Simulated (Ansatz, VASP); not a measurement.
# GaN in VASP and in Ansatz

The input POSCAR:

```
GaN
1.0
    3.1828215307      0.0000000000      0.0000000000
   -1.5914107653      2.7564043013      0.0000000000
    0.0000000000      0.0000000000      5.1856745335
Ga N
2 2
Direct
    0.3333333333      0.6666666667      0.0001943561
    0.6666666667      0.3333333333      0.5001943561
    0.3333333333      0.6666666667      0.3768056439
    0.6666666667      0.3333333333      0.8768056439
```

File INCAR.step1:

```
SYSTEM = GaN
PREC = Accurate
ENCUT = 660
ISMEAR = 0
SIGMA = 0.02
LREAL = .FALSE.
LASPH = .TRUE.
NELM = 120
NBANDS = 26
GGA = PE
ALGO = Normal
EDIFF = 1E-5
LWAVE = .TRUE.
LCHARG = .FALSE.
GGA_COMPAT = .FALSE.
```

INCAR.step2

```
SYSTEM = GaN
PREC = Accurate
ENCUT = 660
EDIFF = 1E-6
ISMEAR = 0
SIGMA = 0.02
LREAL = .FALSE.
LASPH = .TRUE.
NELM = 120
ALGO = Normal
ISIF = 2
LWAVE = .FALSE.
LCHARG = .TRUE.
METAGGA = R2SCAN
LMIXTAU = .TRUE.
LELF = .TRUE.
LVHAR = .TRUE.
NBANDS = 26
ISTART = 1
GGA_COMPAT = .FALSE.
```

Contents of KPOINTS:

```
Automatic mesh
0
G
  12 12 6
  0 0 0
```

Input for Ansatz:

```yaml
crystal:
  lattice:
    - [3.1828215307, 0.0, 0.0]
    - [-1.5914107653, 2.7564043013, 0.0]
    - [0.0, 0.0, 5.1856745335]
  atoms:
    - { symbol: Ga, position: [0.3333333333, 0.6666666667, 0.0001943561] }
    - { symbol: Ga, position: [0.6666666667, 0.3333333333, 0.5001943561] }
    - { symbol: "N", position: [0.3333333333, 0.6666666667, 0.3768056439] }
    - { symbol: "N", position: [0.6666666667, 0.3333333333, 0.8768056439] }
basis:
  ecutwfc: 500
kpoints:
  mp_grid: { grid: [12, 12, 6] }
hamiltonian:
  xc: r2scan
  pseudopotentials: { kind: paw, azcp: { folder: soft_1 } }
scf:
  occupations: { method: gaussian, width: 0.02 }
output:
  forces: true
  stress: true
  eigenvalues: true
```

Alike in both runs: task single point; functional r2SCAN; k mesh 12 × 12 × 6; occupations gaussian, width 0.02 eV; no spin polarisation.

|  | VASP | Ansatz |
| --- | --- | --- |
| version | VASP 6.6.1 | Ansatz 0.2.0 |
| potentials or method | VASP PAW PBE potentials, release 64 (Ga_d, N), cutoff 660 eV | scalar-relativistic, plane waves, PAW |
| valence electrons in the cell | 36 | 36 |

|  | VASP | Ansatz | Ansatz less VASP |
| --- | --- | --- | --- |
| gap on the k mesh at the Fermi level (eV) | 2.34 | 2.35 | +0.009 |
| least direct gap on the mesh (eV) | 2.34 | 2.35 | +0.009 |
| pressure (GPa) | 1.0 | 0.0 | -1.02 |
| traceless stress, the component that is largest in VASP (GPa) | -0.05 | -0.07 | -0.020 |
| rms of the force components (eV/Å) | 0.001 | 0.003 | +0.0026 |

VASP's potentials were made for PBE, not for r2SCAN. Atom by atom the forces differ by 0.004 eV/Å (rms over components).
